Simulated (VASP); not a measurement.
Set up this calculation in VASP 6.6.1, as the native input.

```
Task                   : single point
Functional             : PBE
Potentials or basis    : VASP PAW PBE potentials, release 64 (B, N)
Cutoff                 : 520 eV
k mesh                 : 2 × 2 × 2
Occupations            : gaussian, width 0.05 eV
Spin                   : no spin polarisation
Dipole correction      : no
Further INCAR settings : LREAL = Auto; ALGO = Normal; EDIFF = 1e-06; NBANDS = 126
```

The structure of BN lies in POSCAR:

```
BN
1.0
    3.7473600000     -2.1635390000     -6.6357000000
    3.7473600000     -2.1635390000      6.6357000000
   -7.4947200000     -4.3270790000      0.0000000000
B N
24 24
Direct
    0.7083340000      0.9583330000      0.8333330000
    0.2083340000      0.4583330000      0.8333330000
    0.3750000000      0.6250010000      0.6666670000
    0.8750000000      0.1250010000      0.6666670000
    0.0416670000      0.2916670000      0.5000000000
    0.5416670000      0.7916670000      0.5000000000
    0.7083340000      0.9583330000      0.3333330000
    0.2083340000      0.4583330000      0.3333330000
    0.3750000000      0.6250010000      0.1666670000
    0.8750000000      0.1250010000      0.1666670000
    0.0416670000      0.2916670000      0.0000000000
    0.5416670000      0.7916670000      0.0000000000
    0.6250000000      0.3749990000      0.8333330000
    0.1250000000      0.8749990000      0.8333330000
    0.2916660000      0.0416670000      0.6666670000
    0.7916660000      0.5416670000      0.6666670000
    0.9583330000      0.7083330000      0.5000000000
    0.4583330000      0.2083330000      0.5000000000
    0.6250000000      0.3749990000      0.3333330000
    0.1250000000      0.8749990000      0.3333330000
    0.2916660000      0.0416670000      0.1666670000
    0.7916660000      0.5416670000      0.1666670000
    0.9583330000      0.7083330000      0.0000000000
    0.4583330000      0.2083330000      0.0000000000
    0.4583340000      0.2083330000      0.8333330000
    0.9583340000      0.7083330000      0.8333330000
    0.1250000000      0.8750010000      0.6666670000
    0.6250000000      0.3750010000      0.6666670000
    0.7916670000      0.5416670000      0.5000000000
    0.2916670000      0.0416670000      0.5000000000
    0.4583340000      0.2083330000      0.3333330000
    0.9583340000      0.7083330000      0.3333330000
    0.1250000000      0.8750010000      0.1666670000
    0.6250000000      0.3750010000      0.1666670000
    0.7916670000      0.5416670000      0.0000000000
    0.2916670000      0.0416670000      0.0000000000
    0.8750000000      0.1249990000      0.8333330000
    0.3750000000      0.6249990000      0.8333330000
    0.5416660000      0.7916670000      0.6666670000
    0.0416660000      0.2916670000      0.6666670000
    0.2083330000      0.4583330000      0.5000000000
    0.7083330000      0.9583330000      0.5000000000
    0.8750000000      0.1249990000      0.3333330000
    0.3750000000      0.6249990000      0.3333330000
    0.5416660000      0.7916670000      0.1666670000
    0.0416660000      0.2916670000      0.1666670000
    0.2083330000      0.4583330000      0.0000000000
    0.7083330000      0.9583330000      0.0000000000
```

One way to write it, as run:

INCAR

```
SYSTEM = BN
PREC = Accurate
ENCUT = 520
EDIFF = 1E-6
ISMEAR = 0
SIGMA = 0.05
LREAL = Auto
LASPH = .True.
NELM = 80
ALGO = Normal
ISIF = 2
LWAVE = .False.
LCHARG = .True.
GGA = PE
LELF = .True.
LVHAR = .True.
NBANDS = 126
```

KPOINTS

```
regular mesh
0
Gamma
  2 2 2
  0 0 0
```

Potentials or basis: VASP PAW PBE potentials, release 64 (B, N).

The run is started by

```bash
$ cat potpaw_PBE.64/B/POTCAR potpaw_PBE.64/N/POTCAR > POTCAR
$ mpirun -np 1 vasp_std > vasp.out
```

It gave:

```json
{
  "Pressure": "5.2 GPa",
  "Band gap on the k mesh": "4.29 eV"
}
```

Caveat: the k points lie up to 0.48 Å⁻¹ apart.

Wall time 6.1 min on 1 thread of Intel(R) Xeon(R) Platinum 8488C (Sapphire Rapids) (shared host), peak memory 0.58 GiB.
